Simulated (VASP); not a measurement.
GaN, 4 atoms in the cell. It takes space group P6_3mc (No. 186, hexagonal). Conventional cell: a = 3.137 Å, b = 3.137 Å, c = 5.096 Å, α = 90.00°, β = 90.00°, γ = 120.00°. Within 2.5 Å of Ga (site symmetry 3m) lie 4 N at 1.91 to 1.92 Å. Within 2.5 Å of N (site symmetry 3m) lie 4 Ga at 1.91 to 1.92 Å. 

- Program: VASP 6.6.1
- Task: single point
- Functional: r2SCAN
- Dispersion: D4
- Potentials or basis: VASP PAW PBE potentials, release 64 (Ga_d, N_h)
- Cutoff: 910 eV
- k mesh: 10 × 10 × 5
- Occupations: fermi-dirac, width 0.05 eV
- Spin: no spin polarisation
- Dipole correction: no
- Further INCAR settings: ALGO = Normal; EDIFF = 1e-06; NBANDS = 26

Potentials or basis: VASP PAW PBE potentials, release 64 (Ga_d, N_h).

Command:

```sh
$ cat potpaw_PBE.64/Ga_d/POTCAR potpaw_PBE.64/N_h/POTCAR > POTCAR
$ cp INCAR.step1 INCAR
$ mpirun -np 1 vasp_std > vasp.out
$ cp INCAR.step2 INCAR
$ mpirun -np 1 vasp_std > vasp.out
```

Hardware: 1 thread of Intel(R) Xeon(R) 6975P-C (Granite Rapids), with other jobs on the host.

Estimate the wall time of this run.

Run time: 3.9 min on 1 thread of Intel(R) Xeon(R) 6975P-C (Granite Rapids), with other jobs on the host, peak memory 0.29 GiB. Counts: k points 42.
